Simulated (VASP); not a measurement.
Write the native input for VASP 6.6.1 that does the following.

| Item | Value |
| --- | --- |
| Task | single point |
| Functional | LDA |
| Potentials or basis | VASP PAW LDA potentials, release 64 (Na_pv, Br, Cl) |
| Cutoff | 520 eV |
| k mesh | 9 × 9 × 9 |
| Occupations | gaussian, width 0.05 eV |
| Spin | no spin polarisation |
| Dipole correction | no |
| Further INCAR settings | ALGO = Normal; EDIFF = 1e-06; NBANDS = 22 |

The structure of Na2BrCl lies in POSCAR:

```
Na2BrCl
1.0
    1.9888625555      1.1482703318      6.4983477511
   -1.9888625555      1.1482703318      6.4983477511
    0.0000000000     -2.2965406636      6.4983477511
Na Br Cl
2 1 1
Direct
    0.2545086910      0.2545086910      0.2545086910
    0.7454913090      0.7454913090      0.7454913090
    0.5000000000      0.5000000000      0.5000000000
    0.0000000000      0.0000000000      0.0000000000
```

One way to write it, as run:

INCAR

```
PREC = Accurate
ENCUT = 520
EDIFF = 1E-6
ISMEAR = 0
SIGMA = 0.05
LREAL = False
LASPH = True
NELM = 100
ALGO = Normal
ISIF = 2
LWAVE = False
LCHARG = False
NBANDS = 22
```

KPOINTS

```
Automatic mesh
0
Gamma
  9 9 9
```

Potentials or basis: VASP PAW LDA potentials, release 64 (Na_pv, Br, Cl).

Launch:

```console
$ cat potpaw_LDA.64/Na_pv/POTCAR potpaw_LDA.64/Br/POTCAR potpaw_LDA.64/Cl/POTCAR > POTCAR
$ mpirun -np 1 vasp_std > vasp.out
```

It gave:

```
Pressure               : 0.0 GPa
Band gap on the k mesh : 4.17 eV, direct
```

It took 6.8 min on 1 thread of AMD EPYC 7R43 64-Core Processor (Zen 3) (shared host), peak memory 0.34 GiB.
